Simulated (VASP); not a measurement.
# Al (Fm-3m) in VASP: notebook

Runs on Al. Level: PBEsol. Tasks: single point, relaxation of cell and atoms.

Everything below comes from runs of VASP 6.6.1. Logs are shortened: lines on timing, memory, paths and dates and some standing lists are left out, and cuts for length are marked.

### 1 The cell of the first run

Symmetry: Fm-3m, No. 225, cubic system. Conventional cell: a = 4.014 Å, b = 4.014 Å, c = 4.014 Å, α = 90.00°, β = 90.00°, γ = 90.00°. Within 3.7 Å of Al (site symmetry m-3m) lie 12 Al at 2.84 Å.

### 2 Single point, PBEsol

The input, INCAR:

```
  PREC = Accurate
  ENCUT = 500
  EDIFF = 1E-6
  ISMEAR = 1
  SIGMA = 0.1
  LREAL = False
  LASPH = True
  NELM = 120
  ALGO = Normal
  ISIF = 2
  LWAVE = False
  LCHARG = False
  GGA = PS
  NBANDS = 8
  GGA_COMPAT = False
```

The input, KPOINTS:

```
Automatic mesh
0
Gamma
  17 17 17
```

The input, POSCAR:

```
Al
1.0
    0.0000000000      2.0070496023      2.0070496023
    2.0070496023      0.0000000000      2.0070496023
    2.0070496023      2.0070496023      0.0000000000
Al
1
Direct
    0.0000000000      0.0000000000      0.0000000000
```

Potentials or basis: VASP PAW PBE potentials, release 64 (Al).

Started as:

```console
$ cat potpaw_PBE.64/Al/POTCAR > POTCAR
$ mpirun -np 1 vasp_std > vasp.out
```

OUTCAR:

```text
PREC = Accurate
   ENCUT = 500
   EDIFF = 1E-6
   ISMEAR = 1
   LREAL = False
   LASPH = True
   NELM = 120
   ISIF = 2
   GGA = PS

 ion  position               nearest neighbor table
   1  0.000  0.000  0.000-

  LATTYP: Found a face centered cubic cell.
 ALAT       =     4.0140992046

  Lattice vectors:

 A1 = (   0.0000000000,   2.0070496023,   2.0070496023)
 A2 = (   2.0070496023,   0.0000000000,   2.0070496023)
 A3 = (   2.0070496023,   2.0070496023,   0.0000000000)

Analysis of symmetry for initial positions (statically):
=====================================================================
 Subroutine PRICEL returns:
 Original cell was already a primitive cell.

 Routine SETGRP: Setting up the symmetry group for a
 face centered cubic supercell.

 Subroutine GETGRP returns: Found 48 space group operations
 (whereof 48 operations were pure point group operations)
 out of a pool of 48 trial point group operations.

The static configuration has the point symmetry O_h .

Analysis of symmetry for dynamics (positions and initial velocities):
=====================================================================
 Subroutine PRICEL returns:
 Original cell was already a primitive cell.

 Routine SETGRP: Setting up the symmetry group for a
 face centered cubic supercell.

 Subroutine GETGRP returns: Found 48 space group operations
 (whereof 48 operations were pure point group operations)
 out of a pool of 48 trial point group operations.

The dynamic configuration has the point symmetry O_h .

 Subroutine INISYM returns: Found 48 space group operations
 (whereof 48 operations are pure point group operations),
 and found     1 'primitive' translations

----------------------------------------------------------------------------------------

                                     Primitive cell

  volume of cell :      16.1698

  direct lattice vectors                    reciprocal lattice vectors
     0.000000000  2.007049602  2.007049602    -0.249121895  0.249121895  0.249121895
     2.007049602  0.000000000  2.007049602     0.249121895 -0.249121895  0.249121895
     2.007049602  2.007049602  0.000000000     0.249121895  0.249121895 -0.249121895

  length of vectors
     2.838396768  2.838396768  2.838396768     0.431491779  0.431491779  0.431491779

  position of ions in fractional coordinates (direct lattice)
     0.000000000  0.000000000  0.000000000

  ion indices of the primitive-cell ions
   primitive index   ion index
                 1           1

----------------------------------------------------------------------------------------

 KPOINTS: Automatic mesh

Automatic generation of k-mesh.
 Grid dimensions read from file:
 generate k-points for:   17   17   17

 Generating k-lattice:

  Cartesian coordinates                     Fractional coordinates (reciprocal lattice)
    -0.014654229  0.014654229  0.014654229     0.058823529  0.000000000  0.000000000
     0.014654229 -0.014654229  0.014654229     0.000000000  0.058823529  0.000000000
     0.014654229  0.014654229 -0.014654229     0.000000000  0.000000000  0.058823529

  Length of vectors
     0.025381869  0.025381869  0.025381869

  Shift w.r.t. Gamma in fractional coordinates (k-lattice)
     0.000000000  0.000000000  0.000000000

 Subroutine IBZKPT returns following result:
 ===========================================

 Found    165 irreducible k-points:

 Following reciprocal coordinates:
            Coordinates               Weight
  0.000000  0.000000  0.000000      1.000000
  0.058824  0.000000  0.000000      8.000000
  0.117647  0.000000  0.000000      8.000000
  0.176471  0.000000  0.000000      8.000000
  0.235294  0.000000  0.000000      8.000000
  0.294118  0.000000  0.000000      8.000000
[... 16 lines left out ...]
 -0.176471  0.058824  0.000000     24.000000
 -0.117647  0.058824  0.000000     24.000000
 [... further k-points ...]
   k-points           NKPTS =    165   k-points in BZ     NKDIM =    165   number of bands    NBANDS=      8
   number of dos      NEDOS =    301   number of ions     NIONS =      1
   total plane-waves  NPLWV =  13824
   dimension x,y,z NGX =    24 NGY =   24 NGZ =   24
   dimension x,y,z NGXF=    48 NGYF=   48 NGZF=   48
   ions per type =               1
   NGX,Y,Z   is equivalent  to a cutoff of  14.06, 14.06, 14.06 a.u.
   NGXF,Y,Z  is equivalent  to a cutoff of  28.11, 28.11, 28.11 a.u.
 SYSTEM =  unknown system
   PREC   = accura    normal or accurate (medium, high low for compatibility)
   ISTART =      0    job   : 0-new  1-cont  2-samecut
   ICHARG =      2    charge: 1-file 2-atom 10-const
   ISPIN  =      1    spin polarized calculation?
   LNONCOLLINEAR =      F non collinear calculations
   LSORBIT =      F    spin-orbit coupling
   LASPH  =      T    aspherical Exc in radial PAW
   ENCUT  =  500.0 eV  36.75 Ry    6.06 a.u.   5.18  5.18  5.18*2*pi/ulx,y,z
   NELM   =    120;   NELMIN=  2; NELMDL= -5     # of ELM steps
   EDIFF  = 0.1E-05   stopping-criterion for ELM
   LREAL  =      F    real-space projection
   EDIFFG = 0.1E-04   stopping-criterion for IOM
   NSW    =      0    number of steps for IOM
   IBRION =     -1    ionic relax: 0-MD 1-quasi-New 2-CG
   NFREE  =      0    steps in history (QN), initial steepest desc. (CG)
   ISIF   =      2    stress and relaxation
   ISYM   =      2    0-nonsym 1-usesym 2-fastsym
   POTIM  = 0.5000    time-step for ionic-motion
   TEBEG  =    0.0;   TEEND  =   0.0 temperature during run
   PSTRESS=    0.0 pullay stress
   NELECT =       3.0000    total number of electrons
   NUPDOWN=      -1.0000    fix difference up-down
   EMIN   =  10.00;   EMAX   =-10.00  energy-range for DOS
   EFERMI =   0.00;   METHOD = LEGACY
   ISMEAR =     1;   SIGMA  =   0.10  broadening in eV -4-tet -1-fermi 0-gaus
   EFERMI_NEDOS =   21; number of points for ismear=-14 and -15
   IALGO  =     38    algorithm
   IMIX   =      4    mixing-type and parameters
     AMIX     =   0.40;   BMIX     =  1.00
     AMIX_MAG =   1.60;   BMIX_MAG =  1.00
  volume/ion in A,a.u.               =      16.17       109.12
  Fermi-wavevector in a.u.,A,eV,Ry     =   0.933714  1.764463 11.861853  0.871822
  Thomas-Fermi vector in A             =   2.060444
   LORBIT       =      0    0 simple, 1 ext, 2 COOP (PROOUT), +10 PAW based schemes
   GGA     = PS    functional components
   LHFCALC =     F    Hartree Fock is set to
   AEXX    =    0.0000 exact exchange contribution
   IVDW    =     0    specifies the selected vdW correction
   LEPSILON=     F    determine dielectric tensor
   LRPA    =     F    only Hartree local field effects (RPA)
 non-spin polarized calculation
 Methfessel and Paxton  Order N= 1 SIGMA  =   0.10
  energy-cutoff  :      500.00
  volume of cell :       16.17
 maximum number of plane-waves:       424
 NGX is ok and might be reduce to    24
   NGX = 11   NGY = 11   NGZ = 11

 number of electron       3.0000000 magnetization

 Free energy of the ion-electron system (eV)
  ---------------------------------------------------
  ext. energy  EPLUGINS =         0.00000000
  ---------------------------------------------------
  free energy    TOTEN  =        -4.09412532 eV

  energy without entropy =       -4.09353435  energy(sigma->0) =       -4.09392833

 E-fermi :   8.1700     XC(G=0): -10.3306

 val. band max:        8.1617642500   @ k =  -0.3529   0.3529   0.0000
 cond. band min:       8.1721711824   @ k =  -0.4706   0.2941   0.1176
 fundamental gap:      0.0104069324
 Fermi energy:         8.1699912242

 k-point     1 :       0.0000    0.0000    0.0000
  band No.  band energies     occupation
      1      -3.1080      2.00000
      2      20.8693      0.00000
      3      20.8693      0.00000
      4      20.8693      0.00000
      5      22.5146      0.00000
      6      22.5146      0.00000
      7      22.5146      0.00000
      8      24.7948      0.00000

 k-point     2 :       0.0588    0.0000    0.0000
  band No.  band energies     occupation
      1      -3.0127      2.00000
      2      19.2421      0.00000
      3      20.5484      0.00000
      4      20.5484      0.00000
      5      22.9847      0.00000
      6      22.9847      0.00000
      7      23.0791      0.00000
      8      25.7907      0.00000

 k-point     3 :       0.1176    0.0000    0.0000
  band No.  band energies     occupation
      1      -2.7272      2.00000
      2      16.8627      0.00000
      3      20.0214      0.00000
      4      20.0214      0.00000
      5      23.0963      0.00000
      6      23.9200      0.00000
      7      23.9200      0.00000
      8      26.1099      0.00000

 k-point     4 :       0.1765    0.0000    0.0000
  band No.  band energies     occupation
      1      -2.2526      2.00000
      2      14.4800      0.00000
      3      19.5706      0.00000
      4      19.5706      0.00000
      5      22.9072      0.00000
      6      24.3395      0.00000
      7      24.3395      0.00000
      8      25.6701      0.00000

 k-point     5 :       0.2353    0.0000    0.0000
  band No.  band energies     occupation
      1      -1.5909      2.00000
      2      12.1903      0.00000
      3      19.2535      0.00000
      4      19.2535      0.00000
      5      22.7312      0.00000
      6      23.3560      0.00000
      7      23.3560      0.00000
      8      26.8786      0.00000
[... 177 lines left out ...]
 k-point    22 :      -0.2353    0.0588    0.0000
  band No.  band energies     occupation
      1      -1.2456      2.00000
      2      11.5206      0.00000
      3      17.3865      0.00000
      4      20.4661      0.00000
      5      21.8737      0.00000
      6      23.2462      0.00000
      7      23.5172      0.00000
      8      26.2383      0.00000

 k-point    23 :      -0.1765    0.0588    0.0000
  band No.  band energies     occupation
      1      -1.9686      2.00000
      2      13.7571      0.00000
      3      17.6811      0.00000
      4      20.7044      0.00000
      5      22.9854      0.00000
      6      23.4596      0.00000
      7      24.5318      0.00000
      8      24.8528      0.00000

 k-point    24 :      -0.1176    0.0588    0.0000
  band No.  band energies     occupation
      1      -2.5055      2.00000
      2      16.0745      0.00000
      3      18.1485      0.00000
      4      21.0204      0.00000
      5      23.2421      0.00000
      6      23.5859      0.00000
      7      24.6838      0.00000
      8      24.9680      0.00000

 [... further k-points ...]
[... 5 lines left out ...]
  --------------------------------------------------------------------------------------
  -------------------------------------------------------------------------------------
  Total        0.0060095      0.0060095      0.0060095      0.0000000     -0.0000000     -0.0000000
  in kB        0.5954471      0.5954471      0.5954471      0.0000000     -0.0000000     -0.0000000
  external PRESSURE =       0.5954471 kB  Pullay stress =       0.0000000 kB

 VOLUME and BASIS-vectors are now :
 -----------------------------------------------------------------------------
  energy-cutoff  :      500.00
  volume of cell :       16.17
      direct lattice vectors                 reciprocal lattice vectors
     0.000000000  2.007049602  2.007049602    -0.249121895  0.249121895  0.249121895
     2.007049602  0.000000000  2.007049602     0.249121895 -0.249121895  0.249121895
     2.007049602  2.007049602  0.000000000     0.249121895  0.249121895 -0.249121895

 POSITION                                       TOTAL-FORCE (eV/Angst)
 -----------------------------------------------------------------------------------
      0.00000      0.00000      0.00000         0.000000      0.000000      0.000000
 -----------------------------------------------------------------------------------
    total drift:                               -0.000000      0.000000     -0.000000

  FREE ENERGIE OF THE ION-ELECTRON SYSTEM (eV)
  ---------------------------------------------------
  free  energy   TOTEN  =        -4.0941253233 eV

  energy  without entropy=       -4.0935343456  energy(sigma->0) =       -4.09392833
```

Run time: 22 s. Hardware: 1 thread of AMD EPYC 7R43 (Zen 3), shared host; peak memory 0.1 GiB.

Results:

| Quantity | Value |
| --- | --- |
| Free energy | -4.0941 eV |
| Pressure | 0.1 GPa |
| Band gap on the k mesh | zero (an odd number of electrons rules out a gap without spin polarisation) |

Caveat: the PAW data sets were made with another functional, which shifts forces and pressure a little.

### 3 Relaxation of cell and atoms, PBEsol

This run uses another cell than the first one, of 16.60 Å³/atom.

The input, INCAR:

```
  ALGO = Normal
  EDIFF = 1E-7
  EDIFFG = -0.02
  ENCUT = 500
  GGA = PS
  GGA_COMPAT = False
  IBRION = 2
  ISIF = 3
  ISMEAR = 1
  LASPH = True
  LCHARG = False
  LREAL = False
  LWAVE = False
  NELM = 120
  NELMIN = 4
  NSW = 80
  PREC = Accurate
  SIGMA = 0.1
```

The input, KPOINTS:

```
k-points
0
Gamma
  17 17 17
```

The input, POSCAR:

```
Al
1.0
    0.0000000000      2.0248100000      2.0248100000
    2.0248100000      0.0000000000      2.0248100000
    2.0248100000      2.0248100000      0.0000000000
Al
1
Direct
    0.0000000000      0.0000000000      0.0000000000
```

Potentials or basis: VASP PAW PBE potentials, release 64 (Al).

Started as:

```console
$ cat potpaw_PBE.64/Al/POTCAR > POTCAR
$ mpirun -np 1 vasp_std > vasp.out
```

OUTCAR:

```text
EDIFF = 1E-7
   EDIFFG = -0.02
   ENCUT = 500
   GGA = PS
   IBRION = 2
   ISIF = 3
   ISMEAR = 1
   LASPH = True
   LREAL = False
   NELM = 120
   NELMIN = 4
   NSW = 80
   PREC = Accurate

 ion  position               nearest neighbor table
   1  0.000  0.000  0.000-

  LATTYP: Found a face centered cubic cell.
 ALAT       =     4.0496200000

  Lattice vectors:

 A1 = (   0.0000000000,   2.0248100000,   2.0248100000)
 A2 = (   2.0248100000,   0.0000000000,   2.0248100000)
 A3 = (   2.0248100000,   2.0248100000,   0.0000000000)

Analysis of symmetry for initial positions (statically):
=====================================================================
 Subroutine PRICEL returns:
 Original cell was already a primitive cell.

 Routine SETGRP: Setting up the symmetry group for a
 face centered cubic supercell.

 Subroutine GETGRP returns: Found 48 space group operations
 (whereof 48 operations were pure point group operations)
 out of a pool of 48 trial point group operations.

The static configuration has the point symmetry O_h .

[... 161 lines left out ...]

------------------------ aborting loop because EDIFF is reached ----------------------------------------

  FORCE on cell =-STRESS in cart. coord.  units (eV):
  Direction    XX          YY          ZZ          XY          YZ          ZX
  --------------------------------------------------------------------------------------
  -------------------------------------------------------------------------------------
  Total       -0.2054235     -0.2054235     -0.2054235      0.0000000      0.0000000     -0.0000000
  in kB      -19.8233847    -19.8233847    -19.8233847      0.0000000      0.0000000     -0.0000000
  external PRESSURE =     -19.8233847 kB  Pullay stress =       0.0000000 kB
[... 57 lines left out ...]
--------------------------------------- Ionic step        3  -------------------------------------------

 number of electron       3.0000000 magnetization

 Free energy of the ion-electron system (eV)
  ---------------------------------------------------
  ext. energy  EPLUGINS =         0.00000000
  ---------------------------------------------------
  free energy    TOTEN  =        -4.09415260 eV

  energy without entropy =       -4.09356022  energy(sigma->0) =       -4.09395514

 E-fermi :   8.1624     XC(G=0): -10.3280

 val. band max:        8.1532296254   @ k =  -0.3529   0.3529   0.0000
 cond. band min:       8.1648608473   @ k =  -0.4706   0.2941   0.1176
 fundamental gap:      0.0116312219
 Fermi energy:         8.1623788225

 k-point     1 :       0.0000    0.0000    0.0000
  band No.  band energies     occupation
      1      -3.1105      2.00000
      2      20.8580      0.00000
      3      20.8580      0.00000
      4      20.8580      0.00000
      5      22.4979      0.00000
[... 177 lines left out ...]
 k-point    24 :      -0.1176    0.0588    0.0000
  band No.  band energies     occupation
      1      -2.5083      2.00000
      2      16.0640      0.00000
      3      18.1365      0.00000
      4      21.0081      0.00000
      5      23.2253      0.00000

 [... further k-points ...]
[... 5 lines left out ...]
  --------------------------------------------------------------------------------------
  -------------------------------------------------------------------------------------
  Total        0.0002784      0.0002784      0.0002784     -0.0000000      0.0000000      0.0000000
  in kB        0.0275657      0.0275657      0.0275657     -0.0000000      0.0000000      0.0000000
  external PRESSURE =       0.0275657 kB  Pullay stress =       0.0000000 kB
[... 16 lines left out ...]
  FREE ENERGIE OF THE ION-ELECTRON SYSTEM (eV)
  ---------------------------------------------------
  free  energy   TOTEN  =        -4.0941526017 eV

  energy  without entropy=       -4.0935602163  energy(sigma->0) =       -4.09395514

 reached required accuracy - stopping structural energy minimisation
```

Run time: 28 s. Hardware: 1 thread of AMD EPYC 7R43 (Zen 3), shared host; peak memory 0.11 GiB.

What came out:

```
Free energy                           : -4.0942 eV
Relaxed volume                        : 16.18 Å³/atom
Relaxed cell                          : a = 2.839 Å, b = 2.839 Å, c = 2.839 Å, α = 60.00°, β = 60.00°, γ = 60.00°
Space group after relaxing (to 0.1 Å) : Fm-3m (No. 225)
Energy gained by relaxing             : 2.7 meV/atom
Ionic steps                           : 3
Pressure after relaxing               : 0.0 GPa
Band gap on the k mesh                : zero (an odd number of electrons rules out a gap without spin polarisation)
```

The path:
```tsv
step	energy change (eV)	largest force (eV/Å)	pressure (GPa)	volume (Å³)
1	0.0000	0.0000	-1.98	16.60
2	-0.0026	0.0000	0.35	16.11
3	-0.0027	0.0000	0.00	16.18
```

Final structure:
```
Al
1.0
     0.00000    2.00752    2.00752
     2.00752    0.00000    2.00752
     2.00752    2.00752    0.00000
Al
1
Direct
  0.00000 0.00000 0.00000
```

Caveat: the PAW data sets were made with another functional, which shifts forces and pressure a little.
